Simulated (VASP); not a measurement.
# CdSe (Cadmoselite) (P6_3mc) in VASP: a series of runs, part 2 of 2

VASP 6.6.1. Earlier steps stand in the parts before.

## 3. Single point, LDA (film at in-plane strain -0.005)

INCAR reads:

```
SYSTEM = CdSe
ALGO = Normal ; EDIFF = 1E-6
ENCUT = 520 ; GGA = CA
ISIF = 2 ; ISMEAR = 0
LASPH = .TRUE. ; LCHARG = .FALSE.
LREAL = .FALSE. ; LWAVE = .FALSE.
NBANDS = 26 ; NELM = 80
PREC = Accurate ; SIGMA = 0.01
```

KPOINTS reads:

```
k-points
0
G
  6 6 4
  0 0 0
```

POSCAR reads:

```
CdSe
1.0
    4.2258471399      0.0000000000      0.0000000000
   -2.1129235699      3.6596909756      0.0000000000
    0.0000000000      0.0000000000      6.9737369976
Cd Se
2 2
Direct
    0.3333333333      0.6666666667      0.0059482096
    0.6666666667      0.3333333333      0.5059482096
    0.3333333333      0.6666666667      0.3790517904
    0.6666666667      0.3333333333      0.8790517904
```

Potentials or basis: VASP PAW LDA potentials, release 64 (Cd, Se).

Started as:

```sh
$ cat potpaw_LDA.64/Cd/POTCAR potpaw_LDA.64/Se/POTCAR > POTCAR
$ mpirun -np 1 vasp_std > vasp.out
```

OUTCAR:

```text
SYSTEM = CdSe
   EDIFF = 1E-6
   ENCUT = 520
   GGA = CA
   ISIF = 2
   ISMEAR = 0
   LASPH = .TRUE.
   LREAL = .FALSE.
   NELM = 80
   PREC = Accurate

 ion  position               nearest neighbor table
   1  0.333  0.667  0.006-   4 2.60   4 2.60   4 2.60   3 2.60
   2  0.667  0.333  0.506-   3 2.60   3 2.60   3 2.60   4 2.60
   3  0.333  0.667  0.379-   2 2.60   2 2.60   2 2.60   1 2.60
   4  0.667  0.333  0.879-   1 2.60   1 2.60   1 2.60   2 2.60

  LATTYP: Found a hexagonal cell.
 ALAT       =     4.2258471399
 C/A-ratio  =     1.6502577511

  Lattice vectors:

 A1 = (   4.2258471399,   0.0000000000,   0.0000000000)
 A2 = (  -2.1129235699,   3.6596909756,   0.0000000000)
 A3 = (   0.0000000000,   0.0000000000,   6.9737369976)

Analysis of symmetry for initial positions (statically):
=====================================================================
 Subroutine PRICEL returns:
[... 168 lines left out ...]
  ext. energy  EPLUGINS =         0.00000000
  ---------------------------------------------------
  free energy    TOTEN  =       -13.50916659 eV

  energy without entropy =      -13.50916659  energy(sigma->0) =      -13.50916659

 E-fermi :   1.2574     XC(G=0):  -9.4733

 val. band max:        1.1917862129   @ k =   0.0000   0.0000   0.0000
 cond. band min:       1.6766552230   @ k =   0.0000   0.0000   0.0000
 fundamental gap:      0.4848690101
 Fermi energy:         1.2574155107

 k-point     1 :       0.0000    0.0000    0.0000
  band No.  band energies     occupation
      1     -11.7274      2.00000
      2     -11.3095      2.00000
      3      -6.9381      2.00000
      4      -6.9210      2.00000
      5      -6.9210      2.00000
      6      -6.8438      2.00000
[... 598 lines left out ...]
     25       9.9395      0.00000
     26       9.9395      0.00000

------------------------ aborting loop because EDIFF is reached ----------------------------------------

  FORCE on cell =-STRESS in cart. coord.  units (eV):
  Direction    XX          YY          ZZ          XY          YZ          ZX
  --------------------------------------------------------------------------------------
  -------------------------------------------------------------------------------------
  Total        0.6680712      0.6680712      0.3360694      0.0000000      0.0000000      0.0000000
  in kB        9.9245214      9.9245214      4.9924736      0.0000000      0.0000000      0.0000000
  external PRESSURE =       8.2805055 kB  Pullay stress =       0.0000000 kB

 VOLUME and BASIS-vectors are now :
 -----------------------------------------------------------------------------
  energy-cutoff  :      520.00
  volume of cell :      107.85
      direct lattice vectors                 reciprocal lattice vectors
     4.225847140  0.000000000  0.000000000     0.236638943  0.136623557  0.000000000
    -2.112923570  3.659690976  0.000000000     0.000000000  0.273247115  0.000000000
     0.000000000  0.000000000  6.973736998     0.000000000  0.000000000  0.143395141

 POSITION                                       TOTAL-FORCE (eV/Angst)
 -----------------------------------------------------------------------------------
     -0.00000      2.43979      0.04148        -0.000000      0.000000      0.003071
      2.11292      1.21990      3.52835         0.000000     -0.000000      0.003071
     -0.00000      2.43979      2.64341        -0.000000     -0.000000     -0.003071
      2.11292      1.21990      6.13028         0.000000     -0.000000     -0.003071
 -----------------------------------------------------------------------------------
    total drift:                               -0.000000      0.000000     -0.000260

  FREE ENERGIE OF THE ION-ELECTRON SYSTEM (eV)
  ---------------------------------------------------
  free  energy   TOTEN  =       -13.5091665908 eV

  energy  without entropy=      -13.5091665908  energy(sigma->0) =      -13.50916659
```

stdout:

```text
POSCAR found type information on POSCAR CdSe
 POSCAR found :  2 types and       4 ions
 scaLAPACK will be used
 LDA part: xc-table for (Slater(with rela. corr.)+CA(PZ))
 , standard interpolation
 POSCAR, INCAR and KPOINTS ok, starting setup
 FFT: planning ... GRIDC
 FFT: planning ... GRID_SOFT
 FFT: planning ... GRID
 WAVECAR not read
 entering main loop
```

Run time: 18 s. Hardware: 1 thread of Intel Xeon 6975P-C (Granite Rapids), shared host; peak memory 0.2 GiB.

Results:

* Free energy: -13.5092 eV
* Pressure: 0.8 GPa
* Largest force: 0.003 eV/Å
* Band gap on the k mesh: 0.48 eV, direct

Forces in eV/Å, atoms in the order of the input:
```
Cd   0.000  0.000  0.003
Cd   0.000  0.000  0.003
Se   0.000  0.000 -0.003
Se   0.000  0.000 -0.003
```

Levels at points of the mesh, in eV from the valence-band top:
| k point | band 15 | band 16 | band 17 | band 18 | band 19 | band 20 | band 21 | band 22 |
| --- | --- | --- | --- | --- | --- | --- | --- | --- |
| (0.00, 0.00, 0.00) | -0.83 | -0.11 | 0.00 | 0.00 | 0.48 | 2.12 | 5.74 | 5.74 |
| (0.50, 0.00, 0.00) | -2.95 | -2.03 | -1.53 | -0.83 | 3.09 | 3.18 | 4.52 | 6.04 |
| (0.00, 0.00, 0.50) | -0.44 | -0.44 | -0.44 | -0.44 | 2.27 | 2.27 | 5.70 | 5.70 |
| (0.50, 0.00, 0.50) | -1.56 | -1.56 | -1.48 | -1.48 | 2.71 | 2.71 | 4.70 | 4.70 |

Caveat: the cell differs from its parent crystal (film at in-plane strain -0.005).

## 4. Single point, LDA

This run uses another cell than the first one, of 27.11 Å³/atom, 1.007 times its volume.

INCAR reads:

```
SYSTEM = CdSe
PREC = Accurate ; ENCUT = 520
EDIFF = 1E-6 ; ISMEAR = 0
SIGMA = 0.01 ; LREAL = .FALSE.
LASPH = .TRUE. ; NELM = 80
ALGO = Normal ; ISIF = 2
LWAVE = .FALSE. ; LCHARG = .TRUE.
LELF = .TRUE. ; LVHAR = .TRUE.
NBANDS = 26
```

KPOINTS reads:

```
regular mesh
0
G
  6 6 4
  0 0 0
```

POSCAR reads:

```
CdSe
1.0
    4.2470825526      0.0000000000      0.0000000000
   -2.1235412763      3.6780813826      0.0000000000
    0.0000000000      0.0000000000      6.9420032420
Cd Se
2 2
Direct
    0.3333333333      0.6666666667      0.0048579434
    0.6666666667      0.3333333333      0.5048579434
    0.3333333333      0.6666666667      0.3801420566
    0.6666666667      0.3333333333      0.8801420566
```

Started as:

```sh
$ cat potpaw_LDA.64/Cd/POTCAR potpaw_LDA.64/Se/POTCAR > POTCAR
$ mpirun -np 1 vasp_std > vasp.out
```

Wall time 18 s (1 thread of Intel Xeon 6975P-C (Granite Rapids), shared host); peak memory 0.21 GiB.

It converged, with:

```
Free energy            : -13.5127 eV
Pressure               : 0.5 GPa
Band gap on the k mesh : 0.49 eV, direct
```

Forces on the atoms (eV/Å):
```
Cd   0.000  0.000  0.003
Cd   0.000  0.000  0.003
Se   0.000  0.000 -0.003
Se   0.000  0.000 -0.003
```

Levels at points of the mesh, in eV from the valence-band top:
```csv
k point,band 15,band 16,band 17,band 18,band 19,band 20,band 21,band 22
"(0.00, 0.00, 0.00)",-0.83,-0.07,0.00,0.00,0.49,2.05,5.72,5.72
"(0.50, 0.00, 0.00)",-2.90,-2.02,-1.48,-0.83,3.11,3.15,4.58,6.10
"(0.00, 0.00, 0.50)",-0.44,-0.44,-0.44,-0.44,2.25,2.25,5.73,5.73
"(0.50, 0.00, 0.50)",-1.50,-1.50,-1.47,-1.47,2.74,2.74,4.71,4.71
```

## 5. Single point, LDA (in-plane strain +0.005, then relaxed in part)

INCAR reads:

```
SYSTEM = CdSe
  PREC = Accurate
  ENCUT = 520
  EDIFF = 1E-6
  ISMEAR = 0
  SIGMA = 0.01
  LREAL = .FALSE.
  LASPH = .TRUE.
  NELM = 100
  ALGO = Normal
  ISIF = 2
  LWAVE = .FALSE.
  LCHARG = .FALSE.
  NBANDS = 26
```

KPOINTS is that of step 4.

POSCAR reads:

```
CdSe
1.0
    4.2683179654      0.0000000000      0.0000000000
   -2.1341589827      3.6964717895      0.0000000000
    0.0000000000      0.0000000000      6.9085657521
Cd Se
2 2
Direct
    0.3333333333      0.6666666667      0.0037736287
    0.6666666667      0.3333333333      0.5037736287
    0.3333333333      0.6666666667      0.3812263713
    0.6666666667      0.3333333333      0.8812263713
```

Started as:

```sh
$ cat potpaw_LDA.64/Cd/POTCAR potpaw_LDA.64/Se/POTCAR > POTCAR
$ mpirun -np 1 vasp_std > vasp.out
```

Run time: 17 s. Hardware: 1 thread of Intel Xeon 6975P-C (Granite Rapids), shared host; peak memory 0.21 GiB.

The run converged. Its results:

* Free energy: -13.5131 eV
* Pressure: 0.2 GPa
* Band gap on the k mesh: 0.50 eV, direct

Stress tensor (GPa, compression positive):
```
0.06 0.00 0.00
0.00 0.06 0.00
0.00 0.00 0.49
```

Levels at points of the mesh, in eV from the valence-band top:
| k point | band 16 | band 17 | band 18 | band 19 | band 20 | band 21 |
| --- | --- | --- | --- | --- | --- | --- |
| (0.00, 0.00, 0.00) | -0.03 | 0.00 | 0.00 | 0.50 | 1.99 | 5.69 |
| (0.50, 0.00, 0.00) | -2.02 | -1.44 | -0.82 | 3.12 | 3.13 | 4.63 |
| (0.00, 0.00, 0.50) | -0.44 | -0.44 | -0.44 | 2.23 | 2.23 | 5.75 |
| (0.50, 0.00, 0.50) | -1.46 | -1.43 | -1.43 | 2.78 | 2.78 | 4.72 |

Caveat: the cell differs from its parent crystal (in-plane strain +0.005, then relaxed in part).

## 6. Single point, LDA (in-plane strain +0.005)

INCAR reads:

```
ALGO = Normal ; EDIFF = 1E-7
ENCUT = 520 ; ISIF = 2
ISMEAR = 0 ; LASPH = T
LCHARG = F ; LREAL = F
LWAVE = F ; NBANDS = 26
NELM = 80 ; PREC = Accurate
SIGMA = 0.01
```

KPOINTS reads:

```
k-points
0
Gamma
  6 6 4
```

POSCAR reads:

```
CdSe
1.0
    4.2683179654      0.0000000000      0.0000000000
   -2.1341589827      3.6964717895      0.0000000000
    0.0000000000      0.0000000000      6.9211772323
Cd Se
2 2
Direct
    0.3333333333      0.6666666667      0.0048579434
    0.6666666667      0.3333333333      0.5048579434
    0.3333333333      0.6666666667      0.3801420566
    0.6666666667      0.3333333333      0.8801420566
```

Potentials or basis: VASP PAW LDA potentials, release 64 (Cd, Se).

Started as:

```sh
$ cat potpaw_LDA.64/Cd/POTCAR potpaw_LDA.64/Se/POTCAR > POTCAR
$ mpirun -np 1 vasp_std > vasp.out
```

Wall time 18 s (1 thread of Intel Xeon 6975P-C (Granite Rapids), shared host); peak memory 0.21 GiB.

Results (log left out):

```
Free energy            : -13.5128 eV
Pressure               : 0.1 GPa
Largest force          : 0.065 eV/Å
Band gap on the k mesh : 0.49 eV, direct
```

Forces in eV/Å, atoms in the order of the input:
```
Cd   0.000  0.000 -0.065
Cd   0.000  0.000 -0.065
Se   0.000  0.000  0.065
Se   0.000  0.000  0.065
```

Stress tensor (GPa, compression positive):
```
-0.16  0.00  0.00
 0.00 -0.16  0.00
 0.00  0.00  0.62
```

Levels at points of the mesh, in eV from the valence-band top:
```csv
k point,band 16,band 17,band 18,band 19,band 20,band 21
"(0.00, 0.00, 0.00)",-0.04,0.00,0.00,0.49,2.01,5.69
"(0.50, 0.00, 0.00)",-2.01,-1.46,-0.80,3.12,3.13,4.62
"(0.00, 0.00, 0.50)",-0.44,-0.44,-0.44,2.23,2.23,5.75
"(0.50, 0.00, 0.50)",-1.45,-1.45,-1.45,2.76,2.76,4.73
```

Caveat: the cell differs from its parent crystal (in-plane strain +0.005).

## 7. The runs side by side

| cell | gap on the mesh (eV) | pressure (GPa) | largest force (eV/Å) |
| --- | --- | --- | --- |
| a = 4.226, b = 4.226, c = 6.963 Å, angles 90.0, 90.0, 120.0°, 4 atoms | 0.50 | 0.9 | 0.07 |
| a = 4.226, b = 4.226, c = 6.974 Å, angles 90.0, 90.0, 120.0°, 4 atoms | 0.48 | 0.8 | - |
| a = 4.247, b = 4.247, c = 6.942 Å, angles 90.0, 90.0, 120.0°, 4 atoms | 0.49 | 0.5 | - |
| a = 4.268, b = 4.268, c = 6.909 Å, angles 90.0, 90.0, 120.0°, 4 atoms | 0.50 | 0.2 | - |
| a = 4.268, b = 4.268, c = 6.921 Å, angles 90.0, 90.0, 120.0°, 4 atoms | 0.49 | 0.1 | 0.06 |

Alike in all rows: task single point; level LDA; potentials or basis VASP PAW LDA potentials, release 64 (Cd, Se); no spin polarisation; k mesh 6 × 6 × 4; cutoff (eV) 520; smearing gaussian 0.01 eV.

Absolute energies hang on the potentials; compare differences alone.
